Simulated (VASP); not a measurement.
A run of VASP 6.6.1 is set up as follows.

POSCAR

```
ZrC
1.0
    0.0000000000      2.3150770332      2.3150770332
    2.3150770332      0.0000000000      2.3150770332
    2.3150770332      2.3150770332      0.0000000000
Zr C
1 1
Direct
    0.0000000000      0.0000000000      0.0000000000
    0.5000000000      0.5000000000      0.5000000000
```

The input INCAR.step1:

```
ALGO = Normal ; EDIFF = 1E-5
ENCUT = 520 ; GGA = PE
ISIF = 2 ; ISMEAR = -1
LASPH = True ; LCHARG = False
LREAL = False ; LWAVE = True
NBANDS = 15 ; NELM = 80
PREC = Accurate ; SIGMA = 0.1
```

INCAR.step2

```
ALGO = Normal ; EDIFF = 1E-6
ENCUT = 520 ; GGA = PE
HFSCREEN = 0.2079 ; ISIF = 2
ISMEAR = -1 ; ISTART = 1
LASPH = True ; LCHARG = False
LHFCALC = True ; LREAL = False
LWAVE = False ; NBANDS = 15
NELM = 80 ; PREC = Accurate
PRECFOCK = Normal ; SIGMA = 0.1
```

Contents of KPOINTS:

```
k-points
0
Gamma
  4 4 4
```

Potentials or basis: VASP PAW PBE potentials, release 64 (Zr_sv, C).

Run with:

```sh
$ cat potpaw_PBE.64/Zr_sv/POTCAR potpaw_PBE.64/C/POTCAR > POTCAR
$ cp INCAR.step1 INCAR
$ mpirun -np 1 vasp_std > vasp.out
$ cp INCAR.step2 INCAR
$ mpirun -np 1 vasp_std > vasp.out
```

Estimate the band gap on the k mesh.

zero (band 8 reaches 10.94 eV, above the bottom of band 9 at 9.49 eV).

What does it give for the pressure?

8.9 GPa.

Caveat: the k points lie up to 0.59 Å⁻¹ apart; the PAW data sets were made with another functional, which shifts forces and pressure a little.
